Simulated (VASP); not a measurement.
# MgH2 (P4/mmm) in VASP: relaxation of cell and atoms with PBE

Aim: the relaxation of cell and atoms of MgH2 with PBE.

All numbers are computed with VASP 6.6.1; they aren't measurements. Logs are shortened: lines on timing, memory, paths and dates and some standing lists are left out, and cuts for length are marked.

## 1. The cell of the first run

It takes space group P4/mmm (No. 123, tetragonal). The conventional cell has a = 4.068 Å, b = 4.068 Å, c = 2.876 Å, α = 90.00°, β = 90.00°, γ = 90.00°. Within 3.3 Å of Mg (site symmetry 4/mmm) lie 8 H at 2.49 Å and 2 Mg at 2.88 Å. H (site symmetry mmm) has 4 Mg at 2.49 Å and 6 H at 2.88 Å within 3.3 Å.

## 2. Relaxation of cell and atoms, PBE (atoms taken out)

INCAR

```
SYSTEM = MgH2
PREC = Accurate ; ENCUT = 840
EDIFF = 1E-7 ; ISMEAR = 0
SIGMA = 0.1 ; LREAL = .False.
LASPH = .True. ; NELM = 120
ALGO = Normal ; ISIF = 3
LWAVE = .False. ; LCHARG = .False.
GGA = PE ; IBRION = 2
NSW = 90 ; EDIFFG = -0.04
GGA_COMPAT = .False. ; NELMIN = 4
```

KPOINTS

```
Automatic mesh
0
Gamma
  4 4 6
  0 0 0
```

POSCAR

```
MgH2
1.0
    4.0677859700      0.0000000000      0.0000000000
    0.0000000000      4.0677859700      0.0000000000
    0.0000000000      0.0000000000      2.8763590400
Mg H
1 2
Direct
    0.0000000000      0.0000000000      0.0000000000
    0.5000000000      0.0000000000      0.5000000000
    0.0000000000      0.5000000000      0.5000000000
```

Potentials or basis: VASP PAW PBE potentials, release 64 (Mg_sv, H).

On the command line:

```bash
cat potpaw_PBE.64/Mg_sv/POTCAR potpaw_PBE.64/H/POTCAR > POTCAR
mpirun -np 1 vasp_std > vasp.out
```

OUTCAR:

```text
SYSTEM = MgH2
   PREC = Accurate
   ENCUT = 840
   EDIFF = 1E-7
   ISMEAR = 0
   LREAL = .False.
   LASPH = .True.
   NELM = 120
   ISIF = 3
   GGA = PE
   IBRION = 2
   NSW = 90
   EDIFFG = -0.04
   NELMIN = 4

 ion  position               nearest neighbor table
   1  0.000  0.000  0.000-
   2  0.500  0.000  0.500-
   3  0.000  0.500  0.500-

  LATTYP: Found a simple tetragonal cell.
 ALAT       =     4.0677859700
 C/A-ratio  =     0.7071067803

  Lattice vectors:

 A1 = (   4.0677859700,   0.0000000000,   0.0000000000)
 A2 = (   0.0000000000,   4.0677859700,   0.0000000000)
 A3 = (   0.0000000000,   0.0000000000,   2.8763590400)

Analysis of symmetry for initial positions (statically):
=====================================================================
 Subroutine PRICEL returns:
 Original cell was already a primitive cell.

 Routine SETGRP: Setting up the symmetry group for a
 simple tetragonal supercell.

 Subroutine GETGRP returns: Found 16 space group operations
 (whereof 16 operations were pure point group operations)
 out of a pool of 16 trial point group operations.

The static configuration has the point symmetry D_4h.

Analysis of symmetry for dynamics (positions and initial velocities):
=====================================================================
 Subroutine PRICEL returns:
 Original cell was already a primitive cell.

 Routine SETGRP: Setting up the symmetry group for a
 simple tetragonal supercell.

 Subroutine GETGRP returns: Found 16 space group operations
 (whereof 16 operations were pure point group operations)
 out of a pool of 16 trial point group operations.

The dynamic configuration has the point symmetry D_4h.

 Subroutine INISYM returns: Found 16 space group operations
 (whereof 16 operations are pure point group operations),
 and found     1 'primitive' translations

----------------------------------------------------------------------------------------

                                     Primitive cell

  volume of cell :      47.5948

  direct lattice vectors                    reciprocal lattice vectors
     4.067785970  0.000000000  0.000000000     0.245833976  0.000000000  0.000000000
     0.000000000  4.067785970  0.000000000     0.000000000  0.245833976  0.000000000
     0.000000000  0.000000000  2.876359040     0.000000000  0.000000000  0.347661744

  length of vectors
     4.067785970  4.067785970  2.876359040     0.245833976  0.245833976  0.347661744

  position of ions in fractional coordinates (direct lattice)
     0.000000000  0.000000000  0.000000000
     0.500000000  0.000000000  0.500000000
     0.000000000  0.500000000  0.500000000

  ion indices of the primitive-cell ions
   primitive index   ion index
                 1           1
                 2           2
                 3           3

----------------------------------------------------------------------------------------

 KPOINTS: Automatic mesh

Automatic generation of k-mesh.
 Grid dimensions read from file:
 generate k-points for:    4    4    6

 Generating k-lattice:

  Cartesian coordinates                     Fractional coordinates (reciprocal lattice)
     0.061458494  0.000000000  0.000000000     0.250000000  0.000000000  0.000000000
     0.000000000  0.061458494  0.000000000     0.000000000  0.250000000  0.000000000
     0.000000000  0.000000000  0.057943624     0.000000000  0.000000000  0.166666667

  Length of vectors
     0.061458494  0.061458494  0.057943624

  Shift w.r.t. Gamma in fractional coordinates (k-lattice)
     0.000000000  0.000000000  0.000000000

 Subroutine IBZKPT returns following result:
 ===========================================

 Found     24 irreducible k-points:

 Following reciprocal coordinates:
            Coordinates               Weight
  0.000000  0.000000  0.000000      1.000000
  0.250000  0.000000  0.000000      4.000000
  0.500000  0.000000  0.000000      2.000000
  0.250000  0.250000  0.000000      4.000000
  0.500000  0.250000  0.000000      4.000000
  0.500000  0.500000  0.000000      1.000000
[... 16 lines left out ...]
  0.500000  0.250000  0.500000      4.000000
  0.500000  0.500000  0.500000      1.000000
   k-points           NKPTS =     24   k-points in BZ     NKDIM =     24   number of bands    NBANDS=     10
   number of dos      NEDOS =    301   number of ions     NIONS =      3
   total plane-waves  NPLWV =  44800
   dimension x,y,z NGX =    40 NGY =   40 NGZ =   28
   dimension x,y,z NGXF=    80 NGYF=   80 NGZF=   56
   ions per type =               1   2
   NGX,Y,Z   is equivalent  to a cutoff of  16.35, 16.35, 16.18 a.u.
   NGXF,Y,Z  is equivalent  to a cutoff of  32.70, 32.70, 32.37 a.u.
 SYSTEM =  MgH2
   PREC   = accura    normal or accurate (medium, high low for compatibility)
   ISTART =      0    job   : 0-new  1-cont  2-samecut
   ICHARG =      2    charge: 1-file 2-atom 10-const
   ISPIN  =      1    spin polarized calculation?
   LNONCOLLINEAR =      F non collinear calculations
   LSORBIT =      F    spin-orbit coupling
   LASPH  =      T    aspherical Exc in radial PAW
   ENCUT  =  840.0 eV  61.74 Ry    7.86 a.u.   9.61  9.61  6.80*2*pi/ulx,y,z
   NELM   =    120;   NELMIN=  4; NELMDL= -5     # of ELM steps
   EDIFF  = 0.1E-06   stopping-criterion for ELM
   LREAL  =      F    real-space projection
   EDIFFG = -.4E-01   stopping-criterion for IOM
   NSW    =     90    number of steps for IOM
   IBRION =      2    ionic relax: 0-MD 1-quasi-New 2-CG
   NFREE  =      1    steps in history (QN), initial steepest desc. (CG)
   ISIF   =      3    stress and relaxation
   ISYM   =      2    0-nonsym 1-usesym 2-fastsym
   POTIM  = 0.5000    time-step for ionic-motion
   TEBEG  =    0.0;   TEEND  =   0.0 temperature during run
   PSTRESS=    0.0 pullay stress
   NELECT =      12.0000    total number of electrons
   NUPDOWN=      -1.0000    fix difference up-down
   EMIN   =  10.00;   EMAX   =-10.00  energy-range for DOS
   EFERMI =   0.00;   METHOD = LEGACY
   ISMEAR =     0;   SIGMA  =   0.10  broadening in eV -4-tet -1-fermi 0-gaus
   EFERMI_NEDOS =   21; number of points for ismear=-14 and -15
   IALGO  =     38    algorithm
   IMIX   =      4    mixing-type and parameters
     AMIX     =   0.40;   BMIX     =  1.00
     AMIX_MAG =   1.60;   BMIX_MAG =  1.00
  volume/ion in A,a.u.               =      15.86       107.06
  Fermi-wavevector in a.u.,A,eV,Ry     =   1.034226  1.954404 14.553112  1.069624
  Thomas-Fermi vector in A             =   2.168511
   LORBIT       =      0    0 simple, 1 ext, 2 COOP (PROOUT), +10 PAW based schemes
   GGA     = PE    functional components
   LHFCALC =     F    Hartree Fock is set to
   AEXX    =    0.0000 exact exchange contribution
   IVDW    =     0    specifies the selected vdW correction
   LEPSILON=     F    determine dielectric tensor
   LRPA    =     F    only Hartree local field effects (RPA)
 conjugate gradient relaxation of ions
 non-spin polarized calculation
 Gauss-broadening in eV      SIGMA  =   0.10
  energy-cutoff  :      840.00
  volume of cell :       47.59
 maximum number of plane-waves:      2665
 NGX is ok and might be reduce to    40
   NGX = 19   NGY = 19   NGZ = 13

--------------------------------------- Ionic step        1  -------------------------------------------

 number of electron      12.0000017 magnetization

 Free energy of the ion-electron system (eV)
  ---------------------------------------------------
  ext. energy  EPLUGINS =         0.00000000
  ---------------------------------------------------
  free energy    TOTEN  =        -6.99047334 eV

  energy without entropy =       -6.98929547  energy(sigma->0) =       -6.98988441

 E-fermi :  -0.6071     XC(G=0):  -7.1944

 val. band max:       -0.7217855290   @ k =   0.2500   0.0000   0.5000
 cond. band min:      -0.5175731794   @ k =   0.0000   0.0000   0.3333
 fundamental gap:      0.2042123496
 Fermi energy:        -0.6071018416

 k-point     1 :       0.0000    0.0000    0.0000
  band No.  band energies     occupation
      1     -77.5148      2.00000
      2     -44.2625      2.00000
      3     -44.2625      2.00000
      4     -44.2609      2.00000
      5      -6.8772      2.00000
      6      -1.7105      2.00000
      7       3.3880      0.00000
      8       3.3880      0.00000
      9       4.4816      0.00000
     10       8.5170      0.00000

 k-point     2 :       0.2500    0.0000    0.0000
  band No.  band energies     occupation
      1     -77.5146      2.00000
      2     -44.2628      2.00000
      3     -44.2625      2.00000
      4     -44.2608      2.00000
      5      -6.3938      2.00000
      6      -2.7864      2.00000
      7       2.3382      0.00000
      8       3.7926      0.00000
      9       6.7336      0.00000
     10       8.5443      0.00000
[... 565 lines left out ...]
 POSITION                                       TOTAL-FORCE (eV/Angst)
 -----------------------------------------------------------------------------------
     -0.00000      3.29737      2.67214        -0.000000      0.000000      0.000000
      1.64868      0.00000      1.33607         0.000000     -0.000000      0.000000
     -0.00000      1.64868      1.33607         0.000000     -0.000000      0.000000
 -----------------------------------------------------------------------------------
    total drift:                               -0.000000      0.000000      0.000000

  FREE ENERGIE OF THE ION-ELECTRON SYSTEM (eV)
  ---------------------------------------------------
  free  energy   TOTEN  =        -7.9626485697 eV

  energy  without entropy=       -7.9601656355  energy(sigma->0) =       -7.96140710

--------------------------------------- Ionic step        9  -------------------------------------------

 number of electron      12.0000001 magnetization

 Free energy of the ion-electron system (eV)
  ---------------------------------------------------
  ext. energy  EPLUGINS =         0.00000000
  ---------------------------------------------------
  free energy    TOTEN  =        -7.96289478 eV

  energy without entropy =       -7.96047350  energy(sigma->0) =       -7.96168414

 E-fermi :   1.7598     XC(G=0):  -8.8597

 val. band max:        1.5967030659   @ k =   0.2500   0.0000   0.5000
 cond. band min:       1.8215869094   @ k =   0.2500   0.0000   0.5000
 fundamental gap:      0.2248838435
 Fermi energy:         1.7598031467

 k-point     1 :       0.0000    0.0000    0.0000
  band No.  band energies     occupation
      1     -74.3741      2.00000
      2     -41.1133      2.00000
      3     -41.1133      2.00000
      4     -41.0882      2.00000
      5      -7.2016      2.00000
      6       0.9776      2.00000
      7       7.9056      0.00000
      8       7.9056      0.00000
      9       9.9447      0.00000
     10      13.4011      0.00000

 k-point     2 :       0.2500    0.0000    0.0000
  band No.  band energies     occupation
      1     -74.3738      2.00000
      2     -41.1196      2.00000
      3     -41.1128      2.00000
      4     -41.0878      2.00000
      5      -6.4161      2.00000
      6      -0.8962      2.00000
      7       7.1743      0.00000
      8       8.6407      0.00000
      9      12.3775      0.00000
     10      13.8452      0.00000
[... 306 lines left out ...]
 POSITION                                       TOTAL-FORCE (eV/Angst)
 -----------------------------------------------------------------------------------
      3.29825      0.00000     -0.00000        -0.000000     -0.000000      0.000000
      1.64913      0.00000      1.33165         0.000000      0.000000      0.000000
      3.29825      1.64913      1.33165         0.000000      0.000000      0.000000
 -----------------------------------------------------------------------------------
    total drift:                                0.000000      0.000000     -0.000000

  FREE ENERGIE OF THE ION-ELECTRON SYSTEM (eV)
  ---------------------------------------------------
  free  energy   TOTEN  =        -7.9628947842 eV

  energy  without entropy=       -7.9604734986  energy(sigma->0) =       -7.96168414

 reached required accuracy - stopping structural energy minimisation
```

Run time: 74 s. Hardware: 1 thread of AMD EPYC 9R45 (Zen 5), shared host; peak memory 0.19 GiB.

What came out:

* Free energy: -7.9629 eV
* Relaxed volume: 9.66 Å³/atom
* Relaxed cell: a = 3.298 Å, b = 3.298 Å, c = 2.663 Å, α = 90.00°, β = 90.00°, γ = 90.00°
* Space group after relaxing (to 0.1 Å): P4/mmm (No. 123)
* Energy gained by relaxing: 324.1 meV/atom
* Ionic steps: 9
* Pressure after relaxing: -0.1 GPa
* Band gap on the k mesh: zero (bands 6 and 7 overlap by 1.20 eV)

The path:
```tsv
step	energy change (eV)	largest force (eV/Å)	pressure (GPa)	volume (Å³)
1	0.0000	0.0000	-10.28	47.59
2	-0.4826	0.0000	-9.33	40.89
3	-0.8605	0.0000	-6.15	34.11
4	-0.6370	0.0000	17.44	22.69
5	-0.9617	0.0000	-2.33	30.20
6	-0.9682	0.0000	-0.60	29.04
7	-0.9678	0.0000	-1.09	29.36
8	-0.9722	0.0000	-0.36	29.05
9	-0.9724	0.0000	-0.11	28.97
```

Final structure:
```
Mg H
1.0
     3.29825    0.00000    0.00000
     0.00000    3.29825    0.00000
     0.00000    0.00000    2.66330
Mg H
1 2
Cartesian
  3.2983 0.0000 0.0000
  1.6491 0.0000 1.3317
  3.2983 1.6491 1.3317
```

Levels at points of the mesh, in eV from the Fermi level:
```
           k point  band 4  band 5  band 6  band 7  band 8  band 9
(0.00, 0.00, 0.00)  -42.85   -8.96   -0.78    6.15    6.15    8.18
(0.50, 0.00, 0.00)  -42.85   -6.25   -5.51    6.54    8.43    8.51
(0.50, 0.50, 0.00)  -42.85   -4.39   -4.39   -0.46    2.06   14.96
(0.00, 0.00, 0.50)  -42.86   -5.79   -0.78    1.51    9.44    9.60
(0.50, 0.00, 0.50)  -42.86   -3.34   -2.77    2.51    2.51    8.92
(0.50, 0.50, 0.50)  -42.87   -2.01   -2.01    2.63    4.54    4.54
```

Caveat: the k points lie up to 0.48 Å⁻¹ apart in the final cell, too coarse for converged energies and pressures of a metal; the cell differs from its parent crystal (atoms taken out); the volume moved by over 15 % at a fixed basis, so the end points are rough.

The gap in the log of VASP goes by the Fermi energy; the results here count the filled bands.